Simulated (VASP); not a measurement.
# Sc (P6_3/mmc) in VASP: further runs, part 2 of 2

VASP 6.6.1. Earlier steps stand in the parts before.

### Step 3. Relaxation of volume and atoms at fixed shape, PBEsol

This run uses another cell than the first one, of 25.00 Å³/atom.

Input file INCAR:

```
PREC = Accurate
ENCUT = 600
EDIFF = 1E-7
ISMEAR = 0
SIGMA = 0.05
LREAL = F
LASPH = T
NELM = 60
ALGO = Normal
ISIF = 8
LWAVE = F
LCHARG = F
GGA = PS
IBRION = 2
NSW = 80
EDIFFG = -0.02
```

Input file KPOINTS:

```
regular mesh
0
Gamma
  9 9 5
```

Input file POSCAR:

```
Sc
1.0
    3.3090000000      0.0000000000      0.0000000000
   -1.6545000000      2.8656800000      0.0000000000
    0.0000000000      0.0000000000      5.2733000000
Sc
2
Direct
    0.3333333333      0.6666666667      0.2500000000
    0.6666666667      0.3333333333      0.7500000000
```

Potentials or basis: VASP PAW PBE potentials, release 64 (Sc_sv).

Launch:

```bash
> cat potpaw_PBE.64/Sc_sv/POTCAR > POTCAR
> mpirun -np 1 vasp_std > vasp.out
```

OUTCAR:

```text
PREC = Accurate
   ENCUT = 600
   EDIFF = 1E-7
   ISMEAR = 0
   LREAL = F
   LASPH = T
   NELM = 60
   ISIF = 8
   GGA = PS
   IBRION = 2
   NSW = 80
   EDIFFG = -0.02

 ion  position               nearest neighbor table
   1  0.333  0.667  0.250-   2 3.26   2 3.26   2 3.26   2 3.26   2 3.26   2 3.26
   2  0.667  0.333  0.750-   1 3.26   1 3.26   1 3.26   1 3.26   1 3.26   1 3.26

  LATTYP: Found a hexagonal cell.
 ALAT       =     3.3090000000
 C/A-ratio  =     1.5936234512

  Lattice vectors:

 A1 = (   3.3090000000,   0.0000000000,   0.0000000000)
 A2 = (  -1.6545000000,   2.8656800000,   0.0000000000)
 A3 = (   0.0000000000,   0.0000000000,   5.2733000000)

Analysis of symmetry for initial positions (statically):
=====================================================================
 Subroutine PRICEL returns:
 Original cell was already a primitive cell.

 Routine SETGRP: Setting up the symmetry group for a
 hexagonal supercell.

 Subroutine GETGRP returns: Found 24 space group operations
 (whereof 12 operations were pure point group operations)
 out of a pool of 24 trial point group operations.

The static configuration has the point symmetry D_3d.
 The point group associated with its full space group is D_6h.

Analysis of symmetry for dynamics (positions and initial velocities):
=====================================================================
 Subroutine PRICEL returns:
 Original cell was already a primitive cell.

 Routine SETGRP: Setting up the symmetry group for a
 hexagonal supercell.

 Subroutine GETGRP returns: Found 24 space group operations
 (whereof 12 operations were pure point group operations)
 out of a pool of 24 trial point group operations.

The dynamic configuration has the point symmetry D_3d.
 The point group associated with its full space group is D_6h.

 Subroutine INISYM returns: Found 24 space group operations
 (whereof 12 operations are pure point group operations),
 and found     1 'primitive' translations

----------------------------------------------------------------------------------------

                                     Primitive cell

  volume of cell :      50.0043

  direct lattice vectors                    reciprocal lattice vectors
     3.309000000  0.000000000  0.000000000     0.302206105  0.174478658  0.000000000
    -1.654500000  2.865680000  0.000000000     0.000000000  0.348957316  0.000000000
     0.000000000  0.000000000  5.273300000     0.000000000  0.000000000  0.189634574

  length of vectors
     3.309000000  3.309001679  5.273300000     0.348957493  0.348957316  0.189634574

  position of ions in fractional coordinates (direct lattice)
     0.333333333  0.666666667  0.250000000
     0.666666667  0.333333333  0.750000000

  ion indices of the primitive-cell ions
   primitive index   ion index
                 1           1
                 2           2

----------------------------------------------------------------------------------------

 KPOINTS: regular mesh

Automatic generation of k-mesh.
 Grid dimensions read from file:
 generate k-points for:    9    9    5

 Generating k-lattice:

  Cartesian coordinates                     Fractional coordinates (reciprocal lattice)
     0.033578456  0.019386518  0.000000000     0.111111111 -0.000000000  0.000000000
     0.000000000  0.038773035  0.000000000     0.000000000  0.111111111  0.000000000
     0.000000000  0.000000000  0.037926915     0.000000000  0.000000000  0.200000000

  Length of vectors
     0.038773055  0.038773035  0.037926915

  Shift w.r.t. Gamma in fractional coordinates (k-lattice)
     0.000000000  0.000000000  0.000000000

 Subroutine IBZKPT returns following result:
 ===========================================

 Found     36 irreducible k-points:

 Following reciprocal coordinates:
            Coordinates               Weight
  0.000000  0.000000  0.000000      1.000000
  0.111111 -0.000000  0.000000      6.000000
  0.222222 -0.000000  0.000000      6.000000
  0.333333 -0.000000  0.000000      6.000000
  0.444444 -0.000000  0.000000      6.000000
  0.111111  0.111111  0.000000      6.000000
[... 16 lines left out ...]
  0.333333  0.222222  0.200000     24.000000
  0.333333  0.333333  0.200000      4.000000
 [... further k-points ...]
   k-points           NKPTS =     36   k-points in BZ     NKDIM =     36   number of bands    NBANDS=     15
   number of dos      NEDOS =    301   number of ions     NIONS =      2
   total plane-waves  NPLWV =  32928
   dimension x,y,z NGX =    28 NGY =   28 NGZ =   42
   dimension x,y,z NGXF=    56 NGYF=   56 NGZF=   84
   ions per type =               2
   NGX,Y,Z   is equivalent  to a cutoff of  14.07, 14.07, 13.24 a.u.
   NGXF,Y,Z  is equivalent  to a cutoff of  28.13, 28.13, 26.48 a.u.
 SYSTEM =  unknown system
   PREC   = accura    normal or accurate (medium, high low for compatibility)
   ISTART =      0    job   : 0-new  1-cont  2-samecut
   ICHARG =      2    charge: 1-file 2-atom 10-const
   ISPIN  =      1    spin polarized calculation?
   LNONCOLLINEAR =      F non collinear calculations
   LSORBIT =      F    spin-orbit coupling
   LASPH  =      T    aspherical Exc in radial PAW
   ENCUT  =  600.0 eV  44.10 Ry    6.64 a.u.   6.61  6.61 10.53*2*pi/ulx,y,z
   NELM   =     60;   NELMIN=  2; NELMDL= -5     # of ELM steps
   EDIFF  = 0.1E-06   stopping-criterion for ELM
   LREAL  =      F    real-space projection
   EDIFFG = -.2E-01   stopping-criterion for IOM
   NSW    =     80    number of steps for IOM
   IBRION =      2    ionic relax: 0-MD 1-quasi-New 2-CG
   NFREE  =      1    steps in history (QN), initial steepest desc. (CG)
   ISIF   =      8    stress and relaxation
   ISYM   =      2    0-nonsym 1-usesym 2-fastsym
   POTIM  = 0.5000    time-step for ionic-motion
   TEBEG  =    0.0;   TEEND  =   0.0 temperature during run
   PSTRESS=    0.0 pullay stress
   NELECT =      22.0000    total number of electrons
   NUPDOWN=      -1.0000    fix difference up-down
   EMIN   =  10.00;   EMAX   =-10.00  energy-range for DOS
   EFERMI =   0.00;   METHOD = LEGACY
   ISMEAR =     0;   SIGMA  =   0.05  broadening in eV -4-tet -1-fermi 0-gaus
   EFERMI_NEDOS =   21; number of points for ismear=-14 and -15
   IALGO  =     38    algorithm
   IMIX   =      4    mixing-type and parameters
     AMIX     =   0.40;   BMIX     =  1.00
     AMIX_MAG =   1.60;   BMIX_MAG =  1.00
  volume/ion in A,a.u.               =      25.00       168.72
  Fermi-wavevector in a.u.,A,eV,Ry     =   1.245126  2.352948 21.093650  1.550340
  Thomas-Fermi vector in A             =   2.379362
   LORBIT       =      0    0 simple, 1 ext, 2 COOP (PROOUT), +10 PAW based schemes
   GGA     = PS    functional components
   LHFCALC =     F    Hartree Fock is set to
   AEXX    =    0.0000 exact exchange contribution
   IVDW    =     0    specifies the selected vdW correction
   LEPSILON=     F    determine dielectric tensor
   LRPA    =     F    only Hartree local field effects (RPA)
 conjugate gradient relaxation of ions
 non-spin polarized calculation
 Gauss-broadening in eV      SIGMA  =   0.05
  energy-cutoff  :      600.00
  volume of cell :       50.00
 maximum number of plane-waves:      1713
 NGX is ok and might be reduce to    28
   NGX = 13   NGY = 13   NGZ = 21

--------------------------------------- Ionic step        1  -------------------------------------------

 number of electron      22.0000001 magnetization

 Free energy of the ion-electron system (eV)
  ---------------------------------------------------
  ext. energy  EPLUGINS =         0.00000000
  ---------------------------------------------------
  free energy    TOTEN  =       -13.18395210 eV

  energy without entropy =      -13.17693107  energy(sigma->0) =      -13.18044159

 E-fermi :   3.4898     XC(G=0):  -9.9329

 val. band max:        3.4809501652   @ k =   0.3333   0.1111   0.4000
 cond. band min:       3.4947716154   @ k =   0.4444   0.1111   0.4000
 fundamental gap:      0.0138214502
 Fermi energy:         3.4898104990

 k-point     1 :       0.0000    0.0000    0.0000
  band No.  band energies     occupation
      1     -45.7569      2.00000
      2     -45.6944      2.00000
      3     -24.6536      2.00000
      4     -24.3277      2.00000
      5     -24.3277      2.00000
      6     -24.2704      2.00000
      7     -24.2704      2.00000
      8     -24.2521      2.00000
      9      -1.6188      2.00000
     10       1.8210      2.00000
     11       3.9256      0.00000
     12       5.0780      0.00000
     13       5.0780      0.00000
     14       5.1915      0.00000
     15       5.4860      0.00000
[... 483 lines left out ...]
  energy  without entropy=      -13.1996572201  energy(sigma->0) =      -13.20305066

--------------------------------------- Ionic step        3  -------------------------------------------

 number of electron      22.0000000 magnetization

 Free energy of the ion-electron system (eV)
  ---------------------------------------------------
  ext. energy  EPLUGINS =         0.00000000
  ---------------------------------------------------
  free energy    TOTEN  =       -13.20737465 eV

  energy without entropy =      -13.20050001  energy(sigma->0) =      -13.20393733

 E-fermi :   3.8029     XC(G=0): -10.1516

 val. band max:        3.7927376597   @ k =   0.3333   0.1111   0.2000
 cond. band min:       3.8030302507   @ k =   0.4444   0.1111   0.4000
 fundamental gap:      0.0102925911
 Fermi energy:         3.8029200814

 k-point     1 :       0.0000    0.0000    0.0000
  band No.  band energies     occupation
      1     -45.3023      2.00000
      2     -45.2237      2.00000
      3     -24.2471      2.00000
      4     -23.8523      2.00000
      5     -23.8523      2.00000
      6     -23.7845      2.00000
      7     -23.7845      2.00000
      8     -23.7658      2.00000
      9      -1.4065      2.00000
     10       2.0657      2.00000
     11       4.3484      0.00000
     12       5.4601      0.00000
     13       5.4602      0.00000
     14       5.5830      0.00000
     15       5.9014      0.00000
[... 443 lines left out ...]
  FREE ENERGIE OF THE ION-ELECTRON SYSTEM (eV)
  ---------------------------------------------------
  free  energy   TOTEN  =       -13.2073746468 eV

  energy  without entropy=      -13.2005000051  energy(sigma->0) =      -13.20393733

 reached required accuracy - stopping structural energy minimisation
```

OSZICAR:

```text
N       E                     dE             d eps       ncg     rms          rms(c)
DAV:   1     0.413904379237E+03    0.41390E+03   -0.11731E+04  1080   0.173E+03
[... 26 lines left out ...]
DAV:   1    -0.132299077394E+02   -0.23464E-01   -0.67132E-01  1108   0.126E+01    0.103E+00
DAV:   2    -0.132092230456E+02    0.20685E-01   -0.66940E-02  1604   0.386E+00    0.307E-01
DAV:   3    -0.132074452248E+02    0.17778E-02   -0.86183E-03  1360   0.118E+00    0.128E-01
DAV:   4    -0.132073851978E+02    0.60027E-04   -0.46774E-04  1557   0.306E-01    0.255E-02
DAV:   5    -0.132073743727E+02    0.10825E-04   -0.85956E-05  1543   0.132E-01    0.446E-03
DAV:   6    -0.132073747255E+02   -0.35283E-06   -0.25147E-06  1794   0.262E-02    0.129E-03
DAV:   7    -0.132073746468E+02    0.78719E-07   -0.18302E-07   911   0.680E-03
   3 F= -.13207375E+02 E0= -.13203937E+02  d E =-.234225E-01
```

CONTCAR:

```text
Sc
   1.00000000000000
     3.2507198454557367    0.0000000000000000    0.0000000000000000
    -1.6253599227278683    2.8152078714794784    0.0000000000000000
     0.0000000000000000    0.0000000000000000    5.1804233789790679
  Sc
     2
Direct
     0.3333333332999970    0.6666666667000030    0.2500000000000000
     0.6666666667000030    0.3333333332999970    0.7500000000000000

  0.00000000E+00  0.00000000E+00  0.00000000E+00
  0.00000000E+00  0.00000000E+00  0.00000000E+00
```

Wall time 2.7 min (1 thread of Intel Xeon 8259CL, shared host); peak memory 0.2 GiB.

What came out:

```
Free energy                           : -13.2074 eV
Relaxed volume                        : 23.70 Å³/atom
Relaxed cell                          : a = 3.251 Å, b = 3.251 Å, c = 5.180 Å, α = 90.00°, β = 90.00°, γ = 120.00°
Space group after relaxing (to 0.1 Å) : P6_3/mmc (No. 194)
Energy gained by relaxing             : 11.7 meV/atom
Ionic steps                           : 3
Pressure after relaxing               : 0.0 GPa
Band gap on the k mesh                : zero (bands 11 and 12 overlap by 1.22 eV)
```

The path:
| step | energy change (eV) | largest force (eV/Å) | pressure (GPa) | volume (Å³) |
| --- | --- | --- | --- | --- |
| 1 | 0.0000 | 0.0000 | -2.79 | 50.00 |
| 2 | -0.0225 | 0.0000 | 0.61 | 46.92 |
| 3 | -0.0234 | 0.0000 | 0.00 | 47.41 |

Final structure:
```xyz
2
Lattice="3.2507 0.0000 0.0000 -1.6254 2.8152 0.0000 0.0000 0.0000 5.1804" Properties=species:S:1:pos:R:3 pbc="T T T"
Sc    0.0000    1.8768    1.2951
Sc    1.6254    0.9384    3.8853
```

Caveat: the PAW data sets were made with another functional, which shifts forces and pressure a little.
